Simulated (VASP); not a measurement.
# MgO (Cm) in VASP: further runs, part 2 of 2

VASP 6.6.1. Earlier steps stand in the parts before.

## 3. Single point, PBEsol (atom 1 (Mg) moved by -0.212 Å along [1 1 0] and -0.424 Å along [0 0 1])

INCAR reads:

```
PREC = Accurate
ENCUT = 520
EDIFF = 1E-6
ISMEAR = 0
SIGMA = 0.05
LREAL = False
LASPH = True
NELM = 100
ALGO = Normal
ISIF = 2
LWAVE = False
LCHARG = False
GGA = PS
NBANDS = 26
```

KPOINTS reads:

```
regular mesh
0
Gamma
  6 6 6
```

POSCAR reads:

```
MgO
1.0
    4.2149416169      0.0000000000      0.0000000000
    0.0000000000     -4.2149416169      0.0000000000
    0.0000000000      0.0000000000     -4.2149416169
Mg O
4 4
Direct
   -0.0355655312      0.0355655312      0.1005945132
    0.5000000000      0.5000000000      0.0000000000
    0.5000000000      0.0000000000      0.5000000000
    0.0000000000      0.5000000000      0.5000000000
    0.5000000000      0.0000000000      0.0000000000
    0.0000000000      0.5000000000      0.0000000000
    0.0000000000      0.0000000000      0.5000000000
    0.5000000000      0.5000000000      0.5000000000
```

Potentials or basis: VASP PAW PBE potentials, release 64 (Mg, O).

Started as:

```bash
cat potpaw_PBE.64/Mg/POTCAR potpaw_PBE.64/O/POTCAR > POTCAR
mpirun -np 1 vasp_std > vasp.out
```

Wall time 1.7 min (1 thread of Intel Xeon 8259CL, shared host); peak memory 0.24 GiB.

It converged, with:

```
Free energy            : -48.6634 eV
Pressure               : 7.0 GPa
Largest force          : 7.462 eV/Å
Band gap on the k mesh : 4.55 eV, direct
```

Forces in eV/Å, atoms in the order of the input:
```
Mg   0.983  0.983  7.332
Mg  -0.368 -0.368  0.315
Mg  -0.555  0.157 -1.150
Mg   0.157 -0.555 -1.150
O   -0.231 -0.201 -0.622
O   -0.201 -0.231 -0.622
O    0.151  0.151 -4.234
O    0.064  0.064  0.129
```

Stress tensor (GPa, compression positive):
```
 1.76 -0.02 -0.91
-0.02  1.76 -0.91
-0.91 -0.91 17.49
```

Levels at points of the mesh, in eV from the valence-band top:
```csv
k point,band 14,band 15,band 16,band 17,band 18,band 19
"(0.00, 0.00, 0.00)",-0.07,-0.04,0.00,4.55,8.71,9.00
"(0.50, 0.00, 0.00)",-0.76,-0.74,-0.71,7.83,7.99,10.42
"(0.00, 0.00, 0.50)",-0.95,-0.62,-0.58,7.55,8.06,10.27
"(0.50, 0.50, 0.00)",-0.85,-0.58,-0.39,9.06,9.24,9.35
"(0.00, 0.50, 0.50)",-0.69,-0.65,-0.52,8.89,9.14,9.46
"(0.50, 0.50, 0.50)",-0.58,-0.55,-0.38,7.51,7.65,7.80
```

Caveat: the cell differs from its parent crystal (atom 1 (Mg) moved by -0.212 Å along [1 1 0] and -0.424 Å along [0 0 1]); the PAW data sets were made with another functional, which shifts forces and pressure a little.

## 4. Single point, PBEsol (atom 1 (Mg) moved by -0.318 Å along [1 1 0] and -0.530 Å along [0 0 1])

INCAR reads:

```
PREC     = Accurate       # precision mode
ENCUT    = 520            # plane-wave cutoff, eV
EDIFF    = 1E-7           # SCF threshold, eV
ISMEAR   = 0              # smearing method
SIGMA    = 0.05           # smearing width, eV
LREAL    = False          # projectors in reciprocal space
LASPH    = True           # aspherical terms in the spheres
NELM     = 80             # most SCF steps
ALGO     = Normal         # electronic algorithm
ISIF     = 2              # what is computed and relaxed
LWAVE    = False          # write WAVECAR
LCHARG   = True           # write CHGCAR
GGA      = PS             # functional
LELF     = True           # ELF
LVHAR    = True         
NBANDS   = 26             # bands
```

KPOINTS is that of step 3.

POSCAR: that of step 3 with these lines changed.

```diff
@@ -8,3 +8,3 @@
 Direct
-   -0.0355655312      0.0355655312      0.1005945132
+   -0.0533482968      0.0533482968      0.1257431415
     0.5000000000      0.5000000000      0.0000000000
```

Potentials or basis: VASP PAW PBE potentials, release 64 (Mg, O).

Started as:

```bash
cat potpaw_PBE.64/Mg/POTCAR potpaw_PBE.64/O/POTCAR > POTCAR
mpirun -np 1 vasp_std > vasp.out
```

OUTCAR:

```text
PREC = Accurate
   ENCUT = 520
   EDIFF = 1E-7
   ISMEAR = 0
   LREAL = False
   LASPH = True
   NELM = 80
   ISIF = 2
   GGA = PS

 ion  position               nearest neighbor table
   1  0.947  0.053  0.126-   7 1.61   6 1.97   5 1.97   5 2.40   6 2.40   3 2.47   4 2.47   7 2.66
                             2 2.71   4 2.82   3 2.82   2 3.04   2 3.04   3 3.25   4 3.25   2 3.34
   2  0.500  0.500  0.000-   5 2.11   6 2.11   8 2.11   8 2.11   5 2.11   6 2.11   1 2.71   4 2.98
[... 916 lines left out ...]
  Total        1.9910382      1.9910382     13.4058307     -0.0069662     -1.2744733     -1.2744706
  in kB       42.6005765     42.6005765    286.8333348     -0.1490494    -27.2688384    -27.2687798
  external PRESSURE =     124.0114959 kB  Pullay stress =       0.0000000 kB

 VOLUME and BASIS-vectors are now :
 -----------------------------------------------------------------------------
  energy-cutoff  :      520.00
  volume of cell :       74.88
      direct lattice vectors                 reciprocal lattice vectors
     4.214941617  0.000000000  0.000000000     0.237251210  0.000000000  0.000000000
     0.000000000 -4.214941617  0.000000000     0.000000000 -0.237251210  0.000000000
     0.000000000  0.000000000 -4.214941617     0.000000000  0.000000000 -0.237251210

 POSITION                                       TOTAL-FORCE (eV/Angst)
 -----------------------------------------------------------------------------------
      3.99008     -0.22486     -0.53000         0.970942      0.970942     11.260607
      2.10747     -2.10747      0.00000        -0.558387     -0.558387      0.413317
      2.10747      0.00000     -2.10747        -0.978165      0.284571     -1.525705
      0.00000     -2.10747     -2.10747         0.284571     -0.978165     -1.525705
      2.10747      0.00000      0.00000        -0.283037     -0.270503     -0.733728
      0.00000     -2.10747      0.00000        -0.270503     -0.283037     -0.733728
      0.00000      0.00000     -2.10747         0.714090      0.714090     -7.333280
      2.10747     -2.10747     -2.10747         0.120489      0.120489      0.178224
 -----------------------------------------------------------------------------------
    total drift:                                0.000218      0.000218      0.000042

  FREE ENERGIE OF THE ION-ELECTRON SYSTEM (eV)
  ---------------------------------------------------
  free  energy   TOTEN  =       -47.5350622072 eV

  energy  without entropy=      -47.5350622072  energy(sigma->0) =      -47.53506221
```

Run time: 58 s. Hardware: 1 thread of AMD EPYC 9R45 (Zen 5), shared host; peak memory 0.21 GiB.

What came out:

- Free energy: -47.5351 eV
- Pressure: 12.4 GPa
- Largest force: 11.344 eV/Å
- Band gap on the k mesh: 4.47 eV, direct

Forces in eV/Å, atoms in the order of the input:
```
Mg   0.971  0.971 11.261
Mg  -0.558 -0.558  0.413
Mg  -0.978  0.285 -1.526
Mg   0.285 -0.978 -1.526
O   -0.283 -0.271 -0.734
O   -0.271 -0.283 -0.734
O    0.714  0.714 -7.333
O    0.120  0.120  0.178
```

Caveat: the cell differs from its parent crystal (atom 1 (Mg) moved by -0.318 Å along [1 1 0] and -0.530 Å along [0 0 1]); the PAW data sets were made with another functional, which shifts forces and pressure a little.
